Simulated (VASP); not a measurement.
# LiF (Pm-3m) in VASP: single point with r2SCAN

Aim: the single point of LiF with r2SCAN.

Everything below comes from runs of VASP 6.6.1. Logs are shortened: lines on timing, memory, paths and dates and some standing lists are left out, and cuts for length are marked.

### Step 1. The cell of the first run

It takes space group Pm-3m (No. 221, cubic). The conventional cell has a = 2.516 Å, b = 2.516 Å, c = 2.516 Å, α = 90.00°, β = 90.00°, γ = 90.00°. Within 2.9 Å of Li (site symmetry m-3m) lie 8 F at 2.18 Å and 6 Li at 2.52 Å. F (site symmetry m-3m) has 8 Li at 2.18 Å and 6 F at 2.52 Å within 2.9 Å.

### Step 2. Single point, r2SCAN

Contents of POSCAR:

```
LiF
1.0
    2.5162584444      0.0000000000      0.0000000000
    0.0000000000      2.5162584444      0.0000000000
    0.0000000000      0.0000000000      2.5162584444
Li F
1 1
Direct
    0.0000000000      0.0000000000      0.0000000000
    0.5000000000      0.5000000000      0.5000000000
```

Contents of INCAR.step1:

```
SYSTEM = LiF
ALGO     = Normal         ! electronic algorithm
EDIFF    = 1E-5           ! SCF threshold, eV
ENCUT    = 1490           ! plane-wave cutoff, eV
GGA      = PE             ! functional
GGA_COMPAT= .FALSE.      
ISMEAR   = 0              ! smearing method
LASPH    = .TRUE.         ! aspherical terms in the spheres
LCHARG   = .FALSE.        ! write CHGCAR
LREAL    = .FALSE.        ! projectors in reciprocal space
LWAVE    = .TRUE.         ! write WAVECAR
NBANDS   = 12             ! bands
NELM     = 120            ! most SCF steps
PREC     = Accurate       ! precision mode
SIGMA    = 0.01           ! smearing width, eV
```

Contents of INCAR.step2:

```
SYSTEM = LiF
ALGO     = Normal         ! electronic algorithm
EDIFF    = 1E-6           ! SCF threshold, eV
ENCUT    = 1490           ! plane-wave cutoff, eV
GGA_COMPAT= .FALSE.      
ISIF     = 2              ! what is computed and relaxed
ISMEAR   = 0              ! smearing method
ISTART   = 1            
LASPH    = .TRUE.         ! aspherical terms in the spheres
LCHARG   = .TRUE.         ! write CHGCAR
LELF     = .TRUE.         ! ELF
LMIXTAU  = .TRUE.       
LREAL    = .FALSE.        ! projectors in reciprocal space
LVHAR    = .TRUE.       
LWAVE    = .FALSE.        ! write WAVECAR
METAGGA  = R2SCAN         ! meta-GGA
NBANDS   = 12             ! bands
NELM     = 120            ! most SCF steps
PREC     = Accurate       ! precision mode
SIGMA    = 0.01           ! smearing width, eV
```

Contents of KPOINTS:

```
k-points
0
G
  8 8 8
  0 0 0
```

Potentials or basis: VASP PAW PBE potentials, release 64 (Li_sv, F_h).

On the command line:

```bash
cat potpaw_PBE.64/Li_sv/POTCAR potpaw_PBE.64/F_h/POTCAR > POTCAR
cp INCAR.step1 INCAR
mpirun -np 1 vasp_std > vasp.out
cp INCAR.step2 INCAR
mpirun -np 1 vasp_std > vasp.out
```

OUTCAR:

```text
SYSTEM = LiF
   EDIFF = 1E-6
   ENCUT = 1490
   ISIF = 2
   ISMEAR = 0
   ISTART = 1
   LASPH = .TRUE.
   LREAL = .FALSE.
   METAGGA = R2SCAN
   NELM = 120
   PREC = Accurate

 ion  position               nearest neighbor table
   1  0.000  0.000  0.000-
   2  0.500  0.500  0.500-

  LATTYP: Found a simple cubic cell.
 ALAT       =     2.5162584444

  Lattice vectors:

 A1 = (   2.5162584444,   0.0000000000,   0.0000000000)
 A2 = (   0.0000000000,   2.5162584444,   0.0000000000)
 A3 = (   0.0000000000,   0.0000000000,   2.5162584444)

Analysis of symmetry for initial positions (statically):
=====================================================================
 Subroutine PRICEL returns:
 Original cell was already a primitive cell.

 Routine SETGRP: Setting up the symmetry group for a
 simple cubic supercell.

 Subroutine GETGRP returns: Found 48 space group operations
 (whereof 48 operations were pure point group operations)
 out of a pool of 48 trial point group operations.

The static configuration has the point symmetry O_h .

Analysis of symmetry for dynamics (positions and initial velocities):
=====================================================================
 Subroutine PRICEL returns:
 Original cell was already a primitive cell.

 Routine SETGRP: Setting up the symmetry group for a
 simple cubic supercell.

 Subroutine GETGRP returns: Found 48 space group operations
 (whereof 48 operations were pure point group operations)
 out of a pool of 48 trial point group operations.

The dynamic configuration has the point symmetry O_h .

 Subroutine INISYM returns: Found 48 space group operations
 (whereof 48 operations are pure point group operations),
 and found     1 'primitive' translations

----------------------------------------------------------------------------------------

                                     Primitive cell

  volume of cell :      15.9318

  direct lattice vectors                    reciprocal lattice vectors
     2.516258444  0.000000000  0.000000000     0.397415457  0.000000000  0.000000000
     0.000000000  2.516258444  0.000000000     0.000000000  0.397415457  0.000000000
     0.000000000  0.000000000  2.516258444     0.000000000  0.000000000  0.397415457

  length of vectors
     2.516258444  2.516258444  2.516258444     0.397415457  0.397415457  0.397415457

  position of ions in fractional coordinates (direct lattice)
     0.000000000  0.000000000  0.000000000
     0.500000000  0.500000000  0.500000000

  ion indices of the primitive-cell ions
[... 85 lines left out ...]
   PSTRESS=    0.0 pullay stress
   NELECT =      10.0000    total number of electrons
   NUPDOWN=      -1.0000    fix difference up-down
   EMIN   =  10.00;   EMAX   =-10.00  energy-range for DOS
   EFERMI =   0.00;   METHOD = LEGACY
   ISMEAR =     0;   SIGMA  =   0.01  broadening in eV -4-tet -1-fermi 0-gaus
   EFERMI_NEDOS =   21; number of points for ismear=-14 and -15
   IALGO  =     38    algorithm
   IMIX   =      4    mixing-type and parameters
     AMIX     =   0.40;   BMIX     =  1.00
     AMIX_MAG =   1.60;   BMIX_MAG =  1.00
  volume/ion in A,a.u.               =       7.97        53.76
  Fermi-wavevector in a.u.,A,eV,Ry     =   1.401693  2.648816 26.731957  1.964743
  Thomas-Fermi vector in A             =   2.524529
   LORBIT       =      0    0 simple, 1 ext, 2 COOP (PROOUT), +10 PAW based schemes
   METAGGA = R2SCAN    functional components
   LHFCALC =     F    Hartree Fock is set to
   AEXX    =    0.0000 exact exchange contribution
   IVDW    =     0    specifies the selected vdW correction
   LEPSILON=     F    determine dielectric tensor
   LRPA    =     F    only Hartree local field effects (RPA)
 non-spin polarized calculation
 Gauss-broadening in eV      SIGMA  =   0.01
  energy-cutoff  :     1490.00
  volume of cell :       15.93
 maximum number of plane-waves:      2103
 NGX is ok and might be reduce to    32
   NGX = 15   NGY = 15   NGZ = 15

 number of electron      10.0000002 magnetization

 Free energy of the ion-electron system (eV)
  ---------------------------------------------------
  ext. energy  EPLUGINS =         0.00000000
  ---------------------------------------------------
  free energy    TOTEN  =       -11.28680452 eV

  energy without entropy =      -11.28680452  energy(sigma->0) =      -11.28680452

 E-fermi :   0.4820     XC(G=0): -10.7396

 val. band max:        0.3998651690   @ k =   0.5000   0.5000   0.0000
 cond. band min:       9.5069002454   @ k =   0.0000   0.0000   0.0000
 fundamental gap:      9.1070350764
 Fermi energy:         0.4820391846

 k-point     1 :       0.0000    0.0000    0.0000
  band No.  band energies     occupation
      1     -43.5618      2.00000
      2     -21.7540      2.00000
      3      -0.3367      2.00000
      4      -0.3367      2.00000
      5      -0.3367      2.00000
      6       9.5069      0.00000
      7      20.6643      0.00000
      8      20.6643      0.00000
      9      23.7334      0.00000
     10      23.7334      0.00000
     11      23.7334      0.00000
     12      41.1107      0.00000
[... 331 lines left out ...]
 k-point    24 :       0.5000    0.3750    0.1250
  band No.  band energies     occupation
      1     -43.4657      2.00000
      2     -20.7011      2.00000
      3      -3.0376      2.00000
      4      -2.5742      2.00000
      5      -0.0629      2.00000
      6      14.6281      0.00000
      7      15.1322      0.00000
      8      15.7586      0.00000
      9      23.2900      0.00000
     10      26.1398      0.00000
     11      29.6379      0.00000
     12      31.5664      0.00000

 [... further k-points ...]

------------------------ aborting loop because EDIFF is reached ----------------------------------------

  FORCE on cell =-STRESS in cart. coord.  units (eV):
  Direction    XX          YY          ZZ          XY          YZ          ZX
  --------------------------------------------------------------------------------------
  -------------------------------------------------------------------------------------
  Total       -0.0953974     -0.0953974     -0.0953974      0.0000000      0.0000000     -0.0000000
  in kB       -9.5935964     -9.5935964     -9.5935964      0.0000000      0.0000000     -0.0000000
  external PRESSURE =      -9.5935964 kB  Pullay stress =       0.0000000 kB

 VOLUME and BASIS-vectors are now :
 -----------------------------------------------------------------------------
  energy-cutoff  :     1490.00
  volume of cell :       15.93
      direct lattice vectors                 reciprocal lattice vectors
     2.516258444  0.000000000  0.000000000     0.397415457  0.000000000  0.000000000
     0.000000000  2.516258444  0.000000000     0.000000000  0.397415457  0.000000000
     0.000000000  0.000000000  2.516258444     0.000000000  0.000000000  0.397415457

 POSITION                                       TOTAL-FORCE (eV/Angst)
 -----------------------------------------------------------------------------------
      0.00000      0.00000      0.00000         0.000000      0.000000      0.000000
      1.25813      1.25813      1.25813         0.000000      0.000000      0.000000
 -----------------------------------------------------------------------------------
    total drift:                                0.000000      0.000000     -0.000000

  FREE ENERGIE OF THE ION-ELECTRON SYSTEM (eV)
  ---------------------------------------------------
  free  energy   TOTEN  =       -11.2868045225 eV

  energy  without entropy=      -11.2868045225  energy(sigma->0) =      -11.28680452
```

OUTCAR.step1:

```text
SYSTEM = LiF
   EDIFF = 1E-5
   ENCUT = 1490
   GGA = PE
   ISMEAR = 0
   LASPH = .TRUE.
   LREAL = .FALSE.
[... 581 lines left out ...]
      0.00000      0.00000      0.00000         0.000000      0.000000      0.000000
      1.25813      1.25813      1.25813         0.000000      0.000000      0.000000
 -----------------------------------------------------------------------------------
    total drift:                                0.000000      0.000000     -0.000000

  FREE ENERGIE OF THE ION-ELECTRON SYSTEM (eV)
  ---------------------------------------------------
  free  energy   TOTEN  =        -9.0444431501 eV

  energy  without entropy=       -9.0444431501  energy(sigma->0) =       -9.04444315
```

OSZICAR.step1:

```text
N       E                     dE             d eps       ncg     rms          rms(c)
DAV:   1     0.904149827549E+02    0.90415E+02   -0.96739E+03   840   0.190E+03
DAV:   2    -0.375242876009E+01   -0.94167E+02   -0.87604E+02  1104   0.318E+02
DAV:   3    -0.953428792520E+01   -0.57819E+01   -0.57552E+01  1132   0.753E+01
DAV:   4    -0.957902379704E+01   -0.44736E-01   -0.44729E-01   980   0.696E+00
DAV:   5    -0.957947563466E+01   -0.45184E-03   -0.45183E-03  1084   0.595E-01    0.456E+00
DAV:   6    -0.906030682536E+01    0.51917E+00   -0.23433E+00   904   0.994E+00    0.155E+00
DAV:   7    -0.904859605261E+01    0.11711E-01   -0.20465E-02  1048   0.204E+00    0.929E-01
DAV:   8    -0.904431476722E+01    0.42813E-02   -0.17560E-02  1136   0.176E+00    0.147E-01
DAV:   9    -0.904438140058E+01   -0.66633E-04   -0.82736E-04   992   0.349E-01    0.521E-02
DAV:  10    -0.904444298821E+01   -0.61588E-04   -0.15575E-04   932   0.121E-01    0.460E-03
DAV:  11    -0.904444315006E+01   -0.16184E-06   -0.12231E-06   804   0.127E-02
   1 F= -.90444432E+01 E0= -.90444432E+01  d E =-.183968E-74
```

It took 41 s on 1 thread of Intel Xeon Platinum 8488C (Sapphire Rapids), shared host; peak memory 0.19 GiB.

Results:

```yaml
Free_energy: -11.2868 eV
Pressure: -1.0 GPa
Band_gap_on_the_k_mesh: 9.11 eV (least direct gap 9.84 eV)
```

Levels at points of the mesh, in eV from the valence-band top:
```csv
k point,band 2,band 3,band 4,band 5,band 6,band 7,band 8,band 9
"(0.00, 0.00, 0.00)",-22.15,-0.74,-0.74,-0.74,9.11,20.26,20.26,23.33
"(0.50, 0.00, 0.00)",-21.66,-3.90,-0.31,-0.31,10.44,15.96,22.45,22.45
"(0.50, 0.50, 0.00)",-21.08,-3.50,-3.50,0.00,14.97,15.30,15.30,21.17
"(0.50, 0.50, 0.50)",-20.60,-2.46,-2.46,-2.46,12.35,12.35,12.35,26.40
```

Caveat: the structure was generated, so it needn't be the stable form of LiF; the PAW data sets were made with another functional, which shifts forces and pressure a little. A k mesh can miss the band edges.
